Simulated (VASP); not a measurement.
Here is a VASP 6.6.1 calculation.

The input INCAR:

```
SYSTEM = CaTa2
  PREC = Accurate
  ENCUT = 520
  EDIFF = 1E-6
  ISMEAR = 0
  SIGMA = 0.1
  LREAL = .FALSE.
  LASPH = .TRUE.
  NELM = 100
  ALGO = Normal
  ISIF = 2
  LWAVE = .FALSE.
  LCHARG = .FALSE.
  GGA = PE
  NBANDS = 41
```

KPOINTS

```
Automatic mesh
0
G
  6 6 2
  0 0 0
```

Contents of POSCAR:

```
CaTa2
1.0
    3.3039124966      0.0000000000      0.0000000000
   -1.6519562483      2.8612721540      0.0000000000
    0.0000000000      0.0000000000     14.8615397040
Ca Ta
2 4
Direct
    0.3333333333      0.6666666667      0.2500000000
    0.6666666667      0.3333333333      0.7500000000
    0.3333333333      0.6666666667      0.5636137402
    0.6666666667      0.3333333333      0.0636137402
    0.3333333333      0.6666666667      0.9363862598
    0.6666666667      0.3333333333      0.4363862598
```

Potentials or basis: VASP PAW PBE potentials, release 64 (Ca_sv, Ta_pv).

Launch:

```console
$ cat potpaw_PBE.64/Ca_sv/POTCAR potpaw_PBE.64/Ta_pv/POTCAR > POTCAR
$ mpirun -np 1 vasp_std > vasp.out
```

Q: Estimate the band gap on the k mesh.

A: Zero (bands 32 and 33 overlap by 0.40 eV).

Q: Predict the pressure.

A: 0.1 GPa.

Q: Estimate the largest force.

A: 0.004 eV/Å.

Forces on the atoms (eV/Å):
```
Ca   0.000  0.000  0.000
Ca   0.000  0.000  0.000
Ta   0.000  0.000 -0.004
Ta   0.000  0.000 -0.004
Ta   0.000  0.000  0.004
Ta   0.000  0.000  0.004
```

Caveat: the k points lie up to 0.37 Å⁻¹ apart; spin-orbit coupling is left out, which moves the levels of the heavy elements.
